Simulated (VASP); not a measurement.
# MnO (Fm-3m) in VASP: further runs, part 2 of 2

VASP 6.6.1. Earlier steps stand in the parts before.

### 3 Single point, PBEsol, collinear spin, ferromagnetic start

INCAR reads:

```
ALGO = Normal
EDIFF = 1E-6
ENCUT = 600
GGA = PS
GGA_COMPAT = F
ISIF = 2
ISMEAR = -1
ISPIN = 2
LASPH = T
LCHARG = F
LMAXMIX = 4
LORBIT = 11
LREAL = F
LWAVE = F
MAGMOM = 5 0
NBANDS = 22
NELM = 200
NUPDOWN = 5.0
PREC = Accurate
SIGMA = 0.03
```

KPOINTS reads:

```
k-points
0
Gamma
  7 7 7
```

POSCAR reads:

```
MnO
1.0
    0.0000000000      2.2220000000      2.2220000000
    2.2220000000      0.0000000000      2.2220000000
    2.2220000000      2.2220000000      0.0000000000
Mn O
1 1
Direct
    0.0000000000      0.0000000000      0.0000000000
    0.5000000000      0.5000000000      0.5000000000
```

Potentials or basis: VASP PAW PBE potentials, release 64 (Mn_sv, O).

Launch:

```console
$ cat potpaw_PBE.64/Mn_sv/POTCAR potpaw_PBE.64/O/POTCAR > POTCAR
$ mpirun -np 1 vasp_std > vasp.out
```

OUTCAR:

```text
EDIFF = 1E-6
   ENCUT = 600
   GGA = PS
   ISIF = 2
   ISMEAR = -1
   ISPIN = 2
   LASPH = T
   LORBIT = 11
   LREAL = F
   NELM = 200
   NUPDOWN = 5.0
   PREC = Accurate

 ion  position               nearest neighbor table
   1  0.000  0.000  0.000-   2 2.22   2 2.22   2 2.22   2 2.22   2 2.22   2 2.22
   2  0.500  0.500  0.500-   1 2.22   1 2.22   1 2.22   1 2.22   1 2.22   1 2.22

  LATTYP: Found a face centered cubic cell.
 ALAT       =     4.4440000000

  Lattice vectors:

 A1 = (   0.0000000000,   2.2220000000,   2.2220000000)
 A2 = (   2.2220000000,   0.0000000000,   2.2220000000)
 A3 = (   2.2220000000,   2.2220000000,   0.0000000000)

Analysis of symmetry for initial positions (statically):
=====================================================================
 Subroutine PRICEL returns:
 Original cell was already a primitive cell.

 Routine SETGRP: Setting up the symmetry group for a
 face centered cubic supercell.

 Subroutine GETGRP returns: Found 48 space group operations
 (whereof 48 operations were pure point group operations)
 out of a pool of 48 trial point group operations.

The static configuration has the point symmetry O_h .

Analysis of symmetry for dynamics (positions and initial velocities):
=====================================================================
 Subroutine PRICEL returns:
 Original cell was already a primitive cell.

 Routine SETGRP: Setting up the symmetry group for a
 face centered cubic supercell.

 Subroutine GETGRP returns: Found 48 space group operations
 (whereof 48 operations were pure point group operations)
 out of a pool of 48 trial point group operations.

The dynamic configuration has the point symmetry O_h .

Analysis of structural, dynamic, and magnetic symmetry:
=====================================================================
 Subroutine PRICEL returns:
 Original cell was already a primitive cell.

 Routine SETGRP: Setting up the symmetry group for a
 face centered cubic supercell.

 Subroutine GETGRP returns: Found 48 space group operations
 (whereof 48 operations were pure point group operations)
 out of a pool of 48 trial point group operations.

The overall configuration has the point symmetry O_h .

 Subroutine INISYM returns: Found 48 space group operations
 (whereof 48 operations are pure point group operations),
 and found     1 'primitive' translations

----------------------------------------------------------------------------------------

                                     Primitive cell

  volume of cell :      21.9413

  direct lattice vectors                    reciprocal lattice vectors
     0.000000000  2.222000000  2.222000000    -0.225022502  0.225022502  0.225022502
     2.222000000  0.000000000  2.222000000     0.225022502 -0.225022502  0.225022502
     2.222000000  2.222000000  0.000000000     0.225022502  0.225022502 -0.225022502

  length of vectors
     3.142382536  3.142382536  3.142382536     0.389750407  0.389750407  0.389750407

  position of ions in fractional coordinates (direct lattice)
     0.000000000  0.000000000  0.000000000
     0.500000000  0.500000000  0.500000000
[... 61 lines left out ...]
   NGXF,Y,Z  is equivalent  to a cutoff of  29.63, 29.63, 29.63 a.u.
 SYSTEM =  unknown system
   PREC   = accura    normal or accurate (medium, high low for compatibility)
   ISTART =      0    job   : 0-new  1-cont  2-samecut
   ICHARG =      2    charge: 1-file 2-atom 10-const
   ISPIN  =      2    spin polarized calculation?
   LNONCOLLINEAR =      F non collinear calculations
   LSORBIT =      F    spin-orbit coupling
   LASPH  =      T    aspherical Exc in radial PAW
   ENCUT  =  600.0 eV  44.10 Ry    6.64 a.u.   6.28  6.28  6.28*2*pi/ulx,y,z
   NELM   =    200;   NELMIN=  2; NELMDL= -5     # of ELM steps
   EDIFF  = 0.1E-05   stopping-criterion for ELM
   LREAL  =      F    real-space projection
   EDIFFG = 0.1E-04   stopping-criterion for IOM
   NSW    =      0    number of steps for IOM
   IBRION =     -1    ionic relax: 0-MD 1-quasi-New 2-CG
   NFREE  =      0    steps in history (QN), initial steepest desc. (CG)
   ISIF   =      2    stress and relaxation
   ISYM   =      2    0-nonsym 1-usesym 2-fastsym
   POTIM  = 0.5000    time-step for ionic-motion
   TEBEG  =    0.0;   TEEND  =   0.0 temperature during run
   PSTRESS=    0.0 pullay stress
   NELECT =      21.0000    total number of electrons
   NUPDOWN=       5.0000    fix difference up-down
   EMIN   =  10.00;   EMAX   =-10.00  energy-range for DOS
   EFERMI =   0.00;   METHOD = LEGACY
   ISMEAR =    -1;   SIGMA  =   0.03  broadening in eV -4-tet -1-fermi 0-gaus
   EFERMI_NEDOS =   21; number of points for ismear=-14 and -15
   IALGO  =     38    algorithm
   IMIX   =      4    mixing-type and parameters
     AMIX     =   0.40;   BMIX     =  1.00
     AMIX_MAG =   1.60;   BMIX_MAG =  1.00
  volume/ion in A,a.u.               =      10.97        74.03
  Fermi-wavevector in a.u.,A,eV,Ry     =   1.613345  3.048780 35.414355  2.602882
  Thomas-Fermi vector in A             =   2.708429
   LORBIT       =     11    0 simple, 1 ext, 2 COOP (PROOUT), +10 PAW based schemes
   GGA     = PS    functional components
   LHFCALC =     F    Hartree Fock is set to
   AEXX    =    0.0000 exact exchange contribution
   IVDW    =     0    specifies the selected vdW correction
   LEPSILON=     F    determine dielectric tensor
   LRPA    =     F    only Hartree local field effects (RPA)
 spin polarized calculation
  energy-cutoff  :      600.00
  volume of cell :       21.94
 maximum number of plane-waves:       748
 NGX is ok and might be reduce to    28
   NGX = 13   NGY = 13   NGZ = 13

 number of electron      21.0000009 magnetization       5.0000004

 Free energy of the ion-electron system (eV)
  ---------------------------------------------------
  ext. energy  EPLUGINS =         0.00000000
  ---------------------------------------------------
  free energy    TOTEN  =       -17.24392559 eV

  energy without entropy =      -17.24348617  energy(sigma->0) =      -17.24370588

 E-fermi :   6.7908     XC(G=0): -12.1447

 val. band max:        9.3238075222   @ k =   0.4286   0.0000   0.0000
 cond. band min:       8.4421151763   @ k =   0.4286   0.4286   0.0000
 fundamental gap:     -0.8816923459
 Fermi energy:         9.4249324735

 spin component 1

 k-point     1 :       0.0000    0.0000    0.0000
  band No.  band energies     occupation
      1     -72.1549      1.00000
      2     -41.0136      1.00000
      3     -41.0136      1.00000
      4     -41.0136      1.00000
      5     -11.0351      1.00000
      6       5.4262      1.00000
[... 489 lines left out ...]
     21      35.4589      0.00000
     22      35.8708      0.00000
 Fermi energy:         6.7908366684

 spin component 2

 k-point     1 :       0.0000    0.0000    0.0000
  band No.  band energies     occupation
      1     -67.2992      1.00000
      2     -36.2382      1.00000
      3     -36.2382      1.00000
      4     -36.2382      1.00000
      5     -10.4763      1.00000
      6       5.9331      1.00000
[... 489 lines left out ...]
     21      36.3519      0.00000
     22      37.2519      0.00000

------------------------ aborting loop because EDIFF is reached ----------------------------------------

  FORCE on cell =-STRESS in cart. coord.  units (eV):
  Direction    XX          YY          ZZ          XY          YZ          ZX
  --------------------------------------------------------------------------------------
  -------------------------------------------------------------------------------------
  Total       -0.4176896     -0.4176896     -0.4176896      0.0000000      0.0000000      0.0000000
  in kB      -30.5001583    -30.5001583    -30.5001583      0.0000000      0.0000000      0.0000000
  external PRESSURE =     -30.5001583 kB  Pullay stress =       0.0000000 kB

 VOLUME and BASIS-vectors are now :
 -----------------------------------------------------------------------------
  energy-cutoff  :      600.00
  volume of cell :       21.94
      direct lattice vectors                 reciprocal lattice vectors
     0.000000000  2.222000000  2.222000000    -0.225022502  0.225022502  0.225022502
     2.222000000  0.000000000  2.222000000     0.225022502 -0.225022502  0.225022502
     2.222000000  2.222000000  0.000000000     0.225022502  0.225022502 -0.225022502

 POSITION                                       TOTAL-FORCE (eV/Angst)
 -----------------------------------------------------------------------------------
      0.00000      0.00000      0.00000         0.000000      0.000000      0.000000
      2.22200      2.22200      2.22200        -0.000000     -0.000000     -0.000000
 -----------------------------------------------------------------------------------
    total drift:                                0.000000      0.000000      0.000000

  FREE ENERGIE OF THE ION-ELECTRON SYSTEM (eV)
  ---------------------------------------------------
  free  energy   TOTEN  =       -17.2439255925 eV

  energy  without entropy=      -17.2434861744  energy(sigma->0) =      -17.24370588

 total charge

# of ion       s       p       d       tot
------------------------------------------
    1        2.117   6.013   4.673  12.803
    2        1.551   3.409   0.000   4.960
--------------------------------------------------
tot          3.668   9.422   4.673  17.763

 magnetization (x)

# of ion       s       p       d       tot
------------------------------------------
    1        0.025   0.014   4.245   4.284
    2        0.031   0.210   0.000   0.242
--------------------------------------------------
tot          0.057   0.224   4.245   4.525
```

OSZICAR:

```text
N       E                     dE             d eps       ncg     rms          rms(c)
DAV:   1     0.287066617618E+03    0.28707E+03   -0.12273E+04  2014   0.138E+03
DAV:   2    -0.397466207775E+01   -0.29104E+03   -0.27305E+03  1808   0.430E+02
DAV:   3    -0.185203134497E+02   -0.14546E+02   -0.14365E+02  2436   0.115E+02
DAV:   4    -0.192994838999E+02   -0.77917E+00   -0.77697E+00  2604   0.229E+01
DAV:   5    -0.193073476483E+02   -0.78637E-02   -0.78627E-02  2248   0.241E+00    0.148E+01
DAV:   6    -0.173341660990E+02    0.19732E+01   -0.70439E+00  2830   0.388E+01    0.163E+01
DAV:   7    -0.172716369305E+02    0.62529E-01   -0.70376E-01  2786   0.153E+01    0.928E+00
DAV:   8    -0.172551258780E+02    0.16511E-01   -0.68376E-02  2308   0.296E+00    0.470E+00
DAV:   9    -0.172432996314E+02    0.11826E-01   -0.23828E-02  2652   0.228E+00    0.486E-01
DAV:  10    -0.172437336630E+02   -0.43403E-03   -0.16930E-03  2428   0.553E-01    0.207E-01
DAV:  11    -0.172438885993E+02   -0.15494E-03   -0.79778E-05  2344   0.115E-01    0.602E-02
DAV:  12    -0.172439225660E+02   -0.33967E-04   -0.13153E-05  2446   0.415E-02    0.258E-02
DAV:  13    -0.172439252681E+02   -0.27021E-05   -0.50162E-06  2320   0.249E-02    0.572E-03
DAV:  14    -0.172439255925E+02   -0.32440E-06   -0.27479E-07  1450   0.544E-03
   1 F= -.17243926E+02 E0= -.17243706E+02  d E =-.439418E-03  mag=     5.0000
```

stdout:

```text
POSCAR found type information on POSCAR MnO
 POSCAR found :  2 types and       2 ions
 scaLAPACK will be used
 -----------------------------------------------------------------------------
|                                                                             |
|                                                                             |
|     You enforced a specific xc type in the INCAR file but a different       |
|     I HOPE YOU KNOW WHAT YOU ARE DOING!                                     |
|                                                                             |
 -----------------------------------------------------------------------------

 LDA part: xc-table for (Slater+PW92), standard interpolation
 POSCAR, INCAR and KPOINTS ok, starting setup
 FFT: planning ... GRIDC
 FFT: planning ... GRID_SOFT
 FFT: planning ... GRID
 WAVECAR not read
 entering main loop
```

Run time: 19 s. Hardware: 1 thread of Intel Xeon Platinum 8559C (Emerald Rapids), shared host; peak memory 0.17 GiB.

Results:

| Item | Value |
| --- | --- |
| Free energy | -17.2439 eV |
| Pressure | -3.1 GPa |
| Net moment | 5.00 μB per cell |
| Site moments | Mn +4.28; O +0.24 μB |
| Valence electrons inside the program's atomic spheres | Mn 12.80; O 4.96 |

Caveat: the PAW data sets were made with another functional, which shifts forces and pressure a little; the total moment is fixed, so each spin has its own Fermi level; a cell with one magnetic atom can't hold antiferromagnetic order, which such compounds often take.
